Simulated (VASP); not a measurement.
The system is BAs.

```
B As
1.0
     0.00000    2.39187    2.39187
     2.39187    0.00000    2.39187
     2.39187    2.39187    0.00000
B As
1 1
Direct
  0.00000 0.00000 0.00000
  0.25000 0.25000 0.25000
```

Base run:

| Item | Value |
| --- | --- |
| Program | VASP 6.6.1 |
| Functional | PBE |
| Potentials or basis | VASP PAW PBE potentials, release 64 (B, As) |
| Cutoff | 520 eV |
| k mesh | 10 × 10 × 10 |
| Occupations | fermi-dirac, width 0.02 eV |
| Spin | no spin polarisation |

Its results: band gap on the k mesh 1.18 eV, indirect (least direct gap 3.27 eV); pressure 2.8 GPa.

Question: The run is repeated on the same cell with these changes: functional from PBE to r2SCAN; occupations from fermi-dirac, width 0.02 eV to gaussian, width 0.01 eV. What comes out?

Answer: Band gap on the k mesh 1.37 eV, indirect (least direct gap 3.44 eV); pressure 0.3 GPa.

Caveats: the PAW data sets were made with another functional, which shifts forces and pressure a little (some runs).

A k mesh can miss the band edges.
